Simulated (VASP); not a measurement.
Runs of VASP 6.6.1 on Ta2N. The structure is that of space group P-3m1 (No. 164), or close to it. The cells are those of the table. 

```tsv
cell	gap on the mesh (eV)	pressure (GPa)	largest force (eV/Å)
a = 3.007, b = 3.007, c = 5.158 Å, angles 90.0, 90.0, 120.0°, 3 atoms	none	-4.4	0.54
a = 3.127, b = 3.127, c = 5.050 Å, angles 90.0, 90.0, 120.0°, 3 atoms	none	-19.3	0.21
a = 3.130, b = 3.130, c = 4.759 Å, angles 90.0, 90.0, 120.0°, 3 atoms	none	-5.0	0.28
a = 3.190, b = 3.190, c = 4.851 Å, angles 90.0, 90.0, 120.0°, 3 atoms	none	(a)	0.57
a = 3.064, b = 3.064, c = 5.257 Å, angles 90.0, 90.0, 120.0°, 3 atoms	none	-18.6	0.11
a = 3.255, b = 3.255, c = 4.660 Å, angles 90.0, 90.0, 120.0°, 3 atoms	none	-18.3	0.91
a = 3.158, b = 3.158, c = 4.949 Å, angles 90.0, 90.0, 120.0°, 3 atoms	none	-19.3	0.38
a = 3.057, b = 3.057, c = 5.088 Å, angles 90.0, 90.0, 120.0°, 3 atoms	none	-10.1	0.21
a = 2.996, b = 2.996, c = 5.296 Å, angles 90.0, 90.0, 120.0°, 3 atoms	none	(b)	0.51
a = 3.182, b = 3.182, c = 4.695 Å, angles 90.0, 90.0, 120.0°, 3 atoms	none	-9.9	0.58
a = 3.247, b = 3.247, c = 4.510 Å, angles 90.0, 90.0, 120.0°, 3 atoms	none	-8.7	0.98
```

Alike in all rows: task single point; level PBEsol; potentials or basis VASP PAW PBE potentials, release 64 (Ta_pv, N); no spin polarisation; k mesh 18 × 18 × 10; cutoff (eV) 520; smearing gaussian 0.15 eV.

**Question.** Estimate the missing entries.

**Answer.** (a) -19.1; (b) -8.9.

Caveats: the PAW data sets were made with another functional, which shifts forces and pressure a little; spin-orbit coupling is left out, which moves the levels of the heavy elements; the stress differs along the axes, from -16 to 1 GPa (at least some runs); the stress differs along the axes, from -23 to -17 GPa (at least some runs); the stress differs along the axes, from -7 to -1 GPa (at least some runs); the stress differs along the axes, from -21 to -16 GPa (at least some runs); the stress differs along the axes, from -28 to -14 GPa (at least some runs).

A k mesh can miss the band edges, and the runs leave out spin-orbit coupling on Ta.

A gap of «none» marks levels without a gap at the run's occupations.
